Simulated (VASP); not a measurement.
# Sb (Pm-3m) in VASP: notebook

The runs below take Sb through single point, with PBEsol.

Everything below comes from runs of VASP 6.6.1. Logs are shortened: lines on timing, memory, paths and dates and some standing lists are left out, and cuts for length are marked.

## Step 1: The cell of the first run

The structure is cubic, space group Pm-3m (No. 221). Conventional cell: a = 2.881 Å, b = 2.881 Å, c = 2.881 Å, α = 90.00°, β = 90.00°, γ = 90.00°. Sb (site symmetry m-3m) has 6 Sb at 2.88 Å within 3.8 Å.

## Step 2: Single point, PBEsol

INCAR

```
ALGO = Normal ; EDIFF = 1E-7
ENCUT = 520 ; GGA = PS
ISIF = 2 ; ISMEAR = 0
LASPH = True ; LCHARG = False
LREAL = False ; LWAVE = False
NBANDS = 8 ; NELM = 80
PREC = Accurate ; SIGMA = 0.1
```

KPOINTS

```
k-points
0
Gamma
  6 6 6
```

POSCAR

```
Sb
1.0
    2.8808410390      0.0000000000      0.0000000000
    0.0000000000      2.8808410390      0.0000000000
    0.0000000000      0.0000000000      2.8808674461
Sb
1
Direct
    0.0000000000      0.0000000000      0.0000000000
```

Potentials or basis: VASP PAW PBE potentials, release 64 (Sb).

Started as:

```console
$ cat potpaw_PBE.64/Sb/POTCAR > POTCAR
$ mpirun -np 1 vasp_std > vasp.out
```

OUTCAR:

```text
EDIFF = 1E-7
   ENCUT = 520
   GGA = PS
   ISIF = 2
   ISMEAR = 0
   LASPH = True
   LREAL = False
   NELM = 80
   PREC = Accurate

 ion  position               nearest neighbor table
   1  0.000  0.000  0.000-

  LATTYP: Found a simple cubic cell.
 ALAT       =     2.8808410390

  Lattice vectors:

 A1 = (   2.8808410390,   0.0000000000,   0.0000000000)
 A2 = (   0.0000000000,   2.8808410390,   0.0000000000)
 A3 = (   0.0000000000,   0.0000000000,   2.8808674461)

Analysis of symmetry for initial positions (statically):
=====================================================================
 Subroutine PRICEL returns:
 Original cell was already a primitive cell.

 Routine SETGRP: Setting up the symmetry group for a
 simple cubic supercell.

 Subroutine GETGRP returns: Found 48 space group operations
 (whereof 48 operations were pure point group operations)
 out of a pool of 48 trial point group operations.

The static configuration has the point symmetry O_h .

Analysis of symmetry for dynamics (positions and initial velocities):
=====================================================================
 Subroutine PRICEL returns:
 Original cell was already a primitive cell.

 Routine SETGRP: Setting up the symmetry group for a
 simple cubic supercell.

 Subroutine GETGRP returns: Found 48 space group operations
 (whereof 48 operations were pure point group operations)
 out of a pool of 48 trial point group operations.

The dynamic configuration has the point symmetry O_h .

 Subroutine INISYM returns: Found 48 space group operations
 (whereof 48 operations are pure point group operations),
 and found     1 'primitive' translations

----------------------------------------------------------------------------------------

                                     Primitive cell

  volume of cell :      23.9090

  direct lattice vectors                    reciprocal lattice vectors
     2.880841039  0.000000000  0.000000000     0.347120853  0.000000000  0.000000000
     0.000000000  2.880841039  0.000000000     0.000000000  0.347120853  0.000000000
     0.000000000  0.000000000  2.880867446     0.000000000  0.000000000  0.347117672

  length of vectors
     2.880841039  2.880841039  2.880867446     0.347120853  0.347120853  0.347117672

  position of ions in fractional coordinates (direct lattice)
     0.000000000  0.000000000  0.000000000

  ion indices of the primitive-cell ions
   primitive index   ion index
[... 70 lines left out ...]
   EDIFFG = 0.1E-05   stopping-criterion for IOM
   NSW    =      0    number of steps for IOM
   IBRION =     -1    ionic relax: 0-MD 1-quasi-New 2-CG
   NFREE  =      0    steps in history (QN), initial steepest desc. (CG)
   ISIF   =      2    stress and relaxation
   ISYM   =      2    0-nonsym 1-usesym 2-fastsym
   POTIM  = 0.5000    time-step for ionic-motion
   TEBEG  =    0.0;   TEEND  =   0.0 temperature during run
   PSTRESS=    0.0 pullay stress
   NELECT =       5.0000    total number of electrons
   NUPDOWN=      -1.0000    fix difference up-down
   EMIN   =  10.00;   EMAX   =-10.00  energy-range for DOS
   EFERMI =   0.00;   METHOD = LEGACY
   ISMEAR =     0;   SIGMA  =   0.10  broadening in eV -4-tet -1-fermi 0-gaus
   EFERMI_NEDOS =   21; number of points for ismear=-14 and -15
   IALGO  =     38    algorithm
   IMIX   =      4    mixing-type and parameters
     AMIX     =   0.40;   BMIX     =  1.00
     AMIX_MAG =   1.60;   BMIX_MAG =  1.00
  volume/ion in A,a.u.               =      23.91       161.35
  Fermi-wavevector in a.u.,A,eV,Ry     =   0.971727  1.836298 12.847343  0.944253
  Thomas-Fermi vector in A             =   2.101968
   LORBIT       =      0    0 simple, 1 ext, 2 COOP (PROOUT), +10 PAW based schemes
   GGA     = PS    functional components
   LHFCALC =     F    Hartree Fock is set to
   AEXX    =    0.0000 exact exchange contribution
   IVDW    =     0    specifies the selected vdW correction
   LEPSILON=     F    determine dielectric tensor
   LRPA    =     F    only Hartree local field effects (RPA)
 non-spin polarized calculation
 Gauss-broadening in eV      SIGMA  =   0.10
  energy-cutoff  :      520.00
  volume of cell :       23.91
 maximum number of plane-waves:       656
 NGX is ok and might be reduce to    24
   NGX = 11   NGY = 11   NGZ = 11

 number of electron       4.9999992 magnetization

 Free energy of the ion-electron system (eV)
  ---------------------------------------------------
  ext. energy  EPLUGINS =         0.00000000
  ---------------------------------------------------
  free energy    TOTEN  =        -4.32887634 eV

  energy without entropy =       -4.32870713  energy(sigma->0) =       -4.32879174

 E-fermi :  10.3720     XC(G=0): -10.7107

 val. band max:       10.1916847255   @ k =   0.3333   0.3333   0.3333
 cond. band min:      10.5686065336   @ k =   0.1667   0.1667   0.1667
 fundamental gap:      0.3769218081
 Fermi energy:        10.3719931886

 k-point     1 :       0.0000    0.0000    0.0000
  band No.  band energies     occupation
      1      -4.2574      2.00000
      2      13.8947      0.00000
      3      13.8950      0.00000
      4      13.8950      0.00000
      5      17.3020      0.00000
      6      17.3022      0.00000
      7      19.6485      0.00000
      8      29.0474      0.00000
[... 199 lines left out ...]
 k-point    20 :       0.5000    0.5000    0.5000
  band No.  band energies     occupation
      1       7.0735      2.00000
      2       8.0038      2.00000
      3       8.0038      2.00000
      4       8.0041      2.00000
      5      14.5626      0.00000
      6      14.5627      0.00000
      7      14.5627      0.00000
      8      16.2319      0.00000

------------------------ aborting loop because EDIFF is reached ----------------------------------------

  FORCE on cell =-STRESS in cart. coord.  units (eV):
  Direction    XX          YY          ZZ          XY          YZ          ZX
  --------------------------------------------------------------------------------------
  -------------------------------------------------------------------------------------
  Total        2.7259820      2.7259820      2.7260319     -0.0000000     -0.0000000     -0.0000000
  in kB      182.6718778    182.6718778    182.6752267     -0.0000000     -0.0000000     -0.0000000
  external PRESSURE =     182.6729941 kB  Pullay stress =       0.0000000 kB

 VOLUME and BASIS-vectors are now :
 -----------------------------------------------------------------------------
  energy-cutoff  :      520.00
  volume of cell :       23.91
      direct lattice vectors                 reciprocal lattice vectors
     2.880841039  0.000000000  0.000000000     0.347120853  0.000000000  0.000000000
     0.000000000  2.880841039  0.000000000     0.000000000  0.347120853  0.000000000
     0.000000000  0.000000000  2.880867446     0.000000000  0.000000000  0.347117672

 POSITION                                       TOTAL-FORCE (eV/Angst)
 -----------------------------------------------------------------------------------
      0.00000      0.00000      0.00000         0.000000      0.000000      0.000000
 -----------------------------------------------------------------------------------
    total drift:                                0.000000      0.000000      0.000000

  FREE ENERGIE OF THE ION-ELECTRON SYSTEM (eV)
  ---------------------------------------------------
  free  energy   TOTEN  =        -4.3288763427 eV

  energy  without entropy=       -4.3287071293  energy(sigma->0) =       -4.32879174
```

OSZICAR:

```text
N       E                     dE             d eps       ncg     rms          rms(c)
DAV:   1     0.652191744385E+01    0.65219E+01   -0.17054E+03   328   0.420E+02
DAV:   2    -0.422255187232E+01   -0.10744E+02   -0.94692E+01   472   0.566E+01
DAV:   3    -0.434071742350E+01   -0.11817E+00   -0.11816E+00   344   0.686E+00
DAV:   4    -0.434126390874E+01   -0.54649E-03   -0.54648E-03   464   0.562E-01
DAV:   5    -0.434126674935E+01   -0.28406E-05   -0.28405E-05   376   0.276E-02    0.281E+00
DAV:   6    -0.433319980030E+01    0.80669E-02   -0.15610E-03   384   0.204E-01    0.173E+00
DAV:   7    -0.432889151704E+01    0.43083E-02   -0.32017E-03   368   0.311E-01    0.288E-02
DAV:   8    -0.432887640912E+01    0.15108E-04   -0.12762E-04   384   0.696E-02    0.114E-02
DAV:   9    -0.432887627266E+01    0.13646E-06   -0.44563E-06   440   0.124E-02    0.512E-03
DAV:  10    -0.432887615762E+01    0.11504E-06   -0.43325E-07   400   0.400E-03    0.206E-03
DAV:  11    -0.432887632051E+01   -0.16290E-06   -0.51664E-09   280   0.528E-04    0.143E-04
DAV:  12    -0.432887634271E+01   -0.22202E-07   -0.68578E-10   264   0.188E-04
   1 F= -.43288763E+01 E0= -.43287917E+01  d E =-.169213E-03
```

Wall time 5 s (1 thread of Intel Xeon 8259CL, shared host); peak memory 0.13 GiB.

What came out:

```
Free energy : -4.3289 eV
Pressure    : 18.3 GPa
```

Levels at points of the mesh, in eV from the Fermi level:
```tsv
k point	band 1	band 2	band 3	band 4	band 5
(0.00, 0.00, 0.00)	-14.63	3.52	3.52	3.52	6.93
(0.50, 0.00, 0.00)	-11.29	-7.58	6.38	6.38	9.48
(0.50, 0.50, 0.00)	-7.63	-4.92	-4.92	0.93	9.51
(0.50, 0.50, 0.50)	-3.30	-2.37	-2.37	-2.37	4.19
```

Caveat: the k points lie up to 0.36 Å⁻¹ apart; the PAW data sets were made with another functional, which shifts forces and pressure a little; spin-orbit coupling is left out, which moves the levels of the heavy elements.

## Step 3: Single point, PBEsol

This run uses another cell than the first one, of 28.89 Å³/atom, 1.208 times its volume.

INCAR

```
SYSTEM = Sb
PREC = Accurate
ENCUT = 520
EDIFF = 1E-7
ISMEAR = 0
SIGMA = 0.1
LREAL = .False.
LASPH = .True.
NELM = 60
ALGO = Normal
ISIF = 2
LWAVE = .False.
LCHARG = .False.
GGA = PS
NBANDS = 8
```

KPOINTS

```
Automatic mesh
0
Gamma
  8 8 8
  0 0 0
```

POSCAR

```
Sb
1.0
    3.0683760682      0.0000000000      0.0000000000
    0.0000000000      3.0683760682      0.0000000000
    0.0000000000      0.0000000000      3.0683880424
Sb
1
Direct
    0.0000000000      0.0000000000      0.0000000000
```

Potentials or basis: VASP PAW PBE potentials, release 64 (Sb).

Started as:

```console
$ cat potpaw_PBE.64/Sb/POTCAR > POTCAR
$ mpirun -np 1 vasp_std > vasp.out
```

Run time: 6.9 s. Hardware: 1 thread of Intel Xeon 8259CL, shared host; peak memory 0.13 GiB.

Results (log left out):

* Free energy: -4.5173 eV
* Pressure: 0.1 GPa

Levels at points of the mesh, in eV from the Fermi level:
```csv
k point,band 1,band 2,band 3,band 4,band 5,band 6,band 7,band 8
"(0.00, 0.00, 0.00)",-12.59,3.41,3.41,3.41,7.05,7.05,8.40,17.98
"(0.50, 0.00, 0.00)",-10.04,-5.76,5.53,5.53,9.22,10.67,11.56,11.62
"(0.50, 0.50, 0.00)",-7.33,-3.62,-3.62,2.06,7.70,13.23,13.40,13.40
"(0.50, 0.50, 0.50)",-4.29,-1.61,-1.61,-1.61,4.83,4.83,4.83,6.81
```

Caveat: the PAW data sets were made with another functional, which shifts forces and pressure a little; spin-orbit coupling is left out, which moves the levels of the heavy elements.

## Step 4: Single point, PBEsol

This run uses another cell than the first one, of 28.69 Å³/atom, 1.200 times its volume.

INCAR

```
  ALGO = Normal
  EDIFF = 1E-6
  ENCUT = 520
  GGA = PS
  ISIF = 2
  ISMEAR = 0
  LASPH = True
  LCHARG = False
  LREAL = False
  LWAVE = False
  NBANDS = 8
  NELM = 60
  PREC = Accurate
  SIGMA = 0.1
```

KPOINTS

```
k-points
0
Gamma
  14 14 14
```

POSCAR

```
Sb
1.0
    3.0614893715      0.0000000000      0.0000000000
    0.0000000000      3.0614893715      0.0000000000
    0.0000000000      0.0000000000      3.0614893715
Sb
1
Direct
    0.0000000000      0.0000000000      0.0000000000
```

Potentials or basis: VASP PAW PBE potentials, release 64 (Sb).

Started as:

```console
$ cat potpaw_PBE.64/Sb/POTCAR > POTCAR
$ mpirun -np 1 vasp_std > vasp.out
```

OUTCAR:

```text
EDIFF = 1E-6
   ENCUT = 520
   GGA = PS
   ISIF = 2
   ISMEAR = 0
   LASPH = True
   LREAL = False
   NELM = 60
   PREC = Accurate

 ion  position               nearest neighbor table
   1  0.000  0.000  0.000-

  LATTYP: Found a simple cubic cell.
 ALAT       =     3.0614893715

  Lattice vectors:

 A1 = (   3.0614893715,   0.0000000000,   0.0000000000)
 A2 = (   0.0000000000,   3.0614893715,   0.0000000000)
 A3 = (   0.0000000000,   0.0000000000,   3.0614893715)

[... 441 lines left out ...]
      7      20.5554      0.00000
      8      20.6902      0.00000

 [... further k-points ...]

------------------------ aborting loop because EDIFF is reached ----------------------------------------

  FORCE on cell =-STRESS in cart. coord.  units (eV):
  Direction    XX          YY          ZZ          XY          YZ          ZX
  --------------------------------------------------------------------------------------
  -------------------------------------------------------------------------------------
  Total        0.0216633      0.0216633      0.0216633      0.0000000      0.0000000     -0.0000000
  in kB        1.2095859      1.2095859      1.2095859      0.0000000      0.0000000     -0.0000000
  external PRESSURE =       1.2095859 kB  Pullay stress =       0.0000000 kB

 VOLUME and BASIS-vectors are now :
 -----------------------------------------------------------------------------
  energy-cutoff  :      520.00
  volume of cell :       28.69
      direct lattice vectors                 reciprocal lattice vectors
     3.061489372  0.000000000  0.000000000     0.326638403  0.000000000  0.000000000
     0.000000000  3.061489372  0.000000000     0.000000000  0.326638403  0.000000000
     0.000000000  0.000000000  3.061489372     0.000000000  0.000000000  0.326638403

 POSITION                                       TOTAL-FORCE (eV/Angst)
 -----------------------------------------------------------------------------------
      0.00000      0.00000      0.00000         0.000000      0.000000      0.000000
 -----------------------------------------------------------------------------------
    total drift:                                0.000000      0.000000      0.000000

  FREE ENERGIE OF THE ION-ELECTRON SYSTEM (eV)
  ---------------------------------------------------
  free  energy   TOTEN  =        -4.5373004462 eV

  energy  without entropy=       -4.5335287120  energy(sigma->0) =       -4.53541458
```

OSZICAR:

```text
N       E                     dE             d eps       ncg     rms          rms(c)
DAV:   1     0.523192677775E+01    0.52319E+01   -0.17146E+03  1952   0.411E+02
DAV:   2    -0.441434350810E+01   -0.96463E+01   -0.92512E+01  2728   0.526E+01
DAV:   3    -0.453921151758E+01   -0.12487E+00   -0.12287E+00  2264   0.681E+00
DAV:   4    -0.453970946858E+01   -0.49795E-03   -0.49793E-03  2912   0.524E-01
DAV:   5    -0.453971099051E+01   -0.15219E-05   -0.15214E-05  2400   0.196E-02    0.199E+00
DAV:   6    -0.453830120567E+01    0.14098E-02   -0.19686E-04  2808   0.113E-01    0.119E+00
DAV:   7    -0.453728719568E+01    0.10140E-02   -0.58547E-04  2176   0.179E-01    0.573E-02
DAV:   8    -0.453729957471E+01   -0.12379E-04   -0.18470E-05  2752   0.289E-02    0.463E-03
DAV:   9    -0.453730044620E+01   -0.87150E-06   -0.63803E-07  2272   0.536E-03
   1 F= -.45373004E+01 E0= -.45354146E+01  d E =-.377173E-02
```

Wall time 20 s (1 thread of Intel Xeon 8259CL, shared host); peak memory 0.15 GiB.

What came out:

```yaml
Free_energy: -4.5373 eV
Pressure: 0.1 GPa
```

Caveat: the PAW data sets were made with another functional, which shifts forces and pressure a little; spin-orbit coupling is left out, which moves the levels of the heavy elements.

## Step 5: Overview

| cell | k mesh | gap on the mesh (eV) | pressure (GPa) |
| --- | --- | --- | --- |
| a = 2.881 Å, 1 atom | 6 × 6 × 6 | none | 18.3 |
| a = 3.068 Å, 1 atom | 8 × 8 × 8 | none | 0.1 |
| a = 3.061 Å, 1 atom | 14 × 14 × 14 | none | 0.1 |

Alike in all rows: task single point; level PBEsol; potentials or basis VASP PAW PBE potentials, release 64 (Sb); no spin polarisation; cutoff (eV) 520; smearing gaussian 0.1 eV.

Caveats: some runs use coarse meshes; the PAW data sets were made with another functional, which shifts forces and pressure a little; spin-orbit coupling is left out, which moves the levels of the heavy elements.

Absolute energies hang on the potentials; compare differences alone.
